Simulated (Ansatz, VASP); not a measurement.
## SbOs in VASP and in Ansatz

INCAR

```
PREC = Accurate
ENCUT = 600
EDIFF = 1E-6
ISMEAR = -1
SIGMA = 0.05
LREAL = F
LASPH = T
NELM = 80
ALGO = Normal
ISIF = 3
LWAVE = F
LCHARG = F
GGA = PE
IBRION = 2
NSW = 60
EDIFFG = -0.005
```

The input KPOINTS:

```
regular mesh
0
Gamma
  12 12 12
```

File POSCAR:

```
SbOs
1.0
    3.1839692605      0.0000000000      0.0000000000
    0.0000000000      3.1839692605      0.0000000000
    0.0000000000      0.0000000000      3.1839692605
Os Sb
1 1
Direct
    0.0000000000      0.0000000000      0.0000000000
    0.5000000000      0.5000000000      0.5000000000
```

Input for Ansatz:

```yaml
crystal:
  lattice:
    - [3.1839692605, 0.0, 0.0]
    - [0.0, 3.1839692605, 0.0]
    - [0.0, 0.0, 3.1839692605]
  atoms:
    - { symbol: Os, position: [0.0, 0.0, 0.0] }
    - { symbol: Sb, position: [0.5, 0.5, 0.5] }
kpoints:
  mp_grid: { grid: [12, 12, 12] }
scf:
  occupations: { method: fermi_dirac, width: 0.05 }
hamiltonian:
  xc: pbe
  pseudopotentials: { kind: paw }
output:
  forces: true
  stress: true
relax:
  f_tol: 0.005
  max_steps: 40
  cell: {}
```

Alike in both runs: task relaxation of cell and atoms; functional PBE; k mesh 12 × 12 × 12; occupations fermi-dirac, width 0.05 eV; no spin polarisation.

|  | VASP | Ansatz |
| --- | --- | --- |
| version | VASP 6.6.1 | Ansatz 0.2.0 |
| potentials or method | VASP PAW PBE potentials, release 64 (Os, Sb) | PAW with Ansatz's default frozen-core files, scalar-relativistic |
| plane-wave cutoff (eV) | 600 | 420 |
| valence electrons in the cell | 13 | 31 |

|  | VASP | Ansatz | Ansatz less VASP |
| --- | --- | --- | --- |
| relaxed volume (Å³/atom) | 17.83 | 17.84 | +0.009 |
| relaxed cell length with the largest relative difference (Å) | 3.291 | 3.292 | +0.0006 |

VASP's potentials hold 13 valence electrons a cell and Ansatz's 31, so a difference there can come from the potentials and not from the codes.

Neither program's run includes spin-orbit coupling.
